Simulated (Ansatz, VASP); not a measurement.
## One calculation of CdTe, two programs

```
Cd Te
1.0
     0.00000    3.06197    3.06197
     3.06197    0.00000    3.06197
     3.06197    3.06197    0.00000
Cd Te
1 1
Direct
  0.00000 0.00000 0.00000
  0.50000 0.50000 0.50000
```

Alike in both runs: functional PBE; k mesh 12 × 12 × 12; occupations fermi-dirac, width 0.05 eV; no spin polarisation.

Ansatz relaxed the structure, and its values are those at the end. VASP's run is a single point on that final structure, the one shown.

|  | VASP | Ansatz |
| --- | --- | --- |
| version | VASP 6.6.1 | Ansatz 0.2.0 |
| potentials or method | VASP PAW PBE potentials, release 64 (Cd, Te) | PAW with Ansatz's default frozen-core files, scalar-relativistic |
| plane-wave cutoff (eV) | 520 | 420 |
| valence electrons in the cell | 18 | 36 |

Ansatz gave:

* pressure (GPa): 0.0

Q: Estimate VASP's values.

A: Pressure (GPa): 0.2.

The functional is the same, so the differences come from potentials, cutoffs and numerics. VASP's potentials hold 18 valence electrons a cell and Ansatz's 36, so a difference there can come from the potentials and not from the codes.

Spin-orbit coupling is off throughout.
